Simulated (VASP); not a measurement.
Write the native input for VASP 6.6.1 that does the following.

```yaml
Task: single point
Functional: PBEsol
Potentials_or_basis: VASP PAW PBE potentials, release 64 (K_sv, Cl)
Cutoff: 520 eV
k_mesh: 8 × 8 × 8
Occupations: gaussian, width 0.01 eV
Spin: no spin polarisation
Dipole_correction: no
Further_INCAR_settings: ALGO = Normal; EDIFF = 1e-06; NBANDS = 15
```

The structure of KCl lies in POSCAR:

```
KCl
1.0
    0.0000000000      3.0325823817      3.0325823817
    3.0325823817      0.0000000000      3.0325823817
    3.0325823817      3.0325823817      0.0000000000
K Cl
1 1
Direct
    0.0000000000      0.0000000000      0.0000000000
    0.5000000000      0.5000000000      0.5000000000
```

One way to write it, as run:

INCAR

```
PREC = Accurate ; ENCUT = 520
EDIFF = 1E-6 ; ISMEAR = 0
SIGMA = 0.01 ; LREAL = F
LASPH = T ; NELM = 100
ALGO = Normal ; ISIF = 2
LWAVE = F ; LCHARG = T
GGA = PS ; LELF = T
LVHAR = T ; NBANDS = 15
```

KPOINTS

```
regular mesh
0
Gamma
  8 8 8
```

Potentials or basis: VASP PAW PBE potentials, release 64 (K_sv, Cl).

The run is started by

```console
$ cat potpaw_PBE.64/K_sv/POTCAR potpaw_PBE.64/Cl/POTCAR > POTCAR
$ mpirun -np 1 vasp_std > vasp.out
```

It gave:

The pressure is 2.1 GPa. The band gap on the k mesh is 5.40 eV.

Caveat: the PAW data sets were made with another functional, which shifts forces and pressure a little.

Run time: 16 s on 1 thread of AMD EPYC 7R13 Processor (Zen 3), on a shared host, peak memory 0.15 GiB.
